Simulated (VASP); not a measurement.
Set up this calculation in VASP 6.6.1, as the native input.

```yaml
Task: single point
Functional: PBE
Potentials_or_basis: VASP PAW PBE potentials, release 64 (Hf_pv, B, Cl)
Cutoff: 520 eV
k_mesh: 4 × 4 × 4
Occupations: gaussian, width 0.2 eV
Spin: no spin polarisation
Dipole_correction: no
Further_INCAR_settings: ALGO = Normal; EDIFF = 1e-06; NBANDS = 42
```

The structure of Hf2BCl6 lies in POSCAR:

```
Hf2BCl6
1.0
    0.0000000000      4.3161386320      4.3161386320
    4.3161386320      0.0000000000      4.3161386320
    4.3161386320      4.3161386320      0.0000000000
Hf B Cl
2 1 6
Direct
    0.2500000000      0.2500000000      0.2500000000
    0.7500000000      0.7500000000      0.7500000000
    1.0000000000      0.0000000000      0.0000000000
    0.7540314341      0.2459685659      0.2459685659
    0.2459685659      0.7540314341      0.7540314341
    0.2459685659      0.7540314341      0.2459685659
    0.7540314341      0.2459685659      0.7540314341
    0.2459685659      0.2459685659      0.7540314341
    0.7540314341      0.7540314341      0.2459685659
```

The input as run:

INCAR

```
ALGO = Normal
EDIFF = 1E-6
ENCUT = 520
GGA = PE
ISIF = 2
ISMEAR = 0
LASPH = True
LCHARG = False
LREAL = False
LWAVE = False
NBANDS = 42
NELM = 100
PREC = Accurate
SIGMA = 0.2
```

KPOINTS

```
k-points
0
Gamma
  4 4 4
```

Potentials or basis: VASP PAW PBE potentials, release 64 (Hf_pv, B, Cl).

Command:

```bash
$ cat potpaw_PBE.64/Hf_pv/POTCAR potpaw_PBE.64/B/POTCAR potpaw_PBE.64/Cl/POTCAR > POTCAR
$ mpirun -np 1 vasp_std > vasp.out
```

Results of the run:

* Pressure: -0.2 GPa
* Largest force: 0.010 eV/Å
* Band gap on the k mesh: zero (an odd number of electrons rules out a gap without spin polarisation)

Caveat: spin-orbit coupling is left out, which moves the levels of the heavy elements; an odd number of electrons without spin polarisation forces a metal; a magnetic or distorted state may lie lower.

Run time: 45 s on 1 thread of AMD EPYC 9R45 96-Core Processor (Zen 5), on a shared host, peak memory 0.31 GiB.
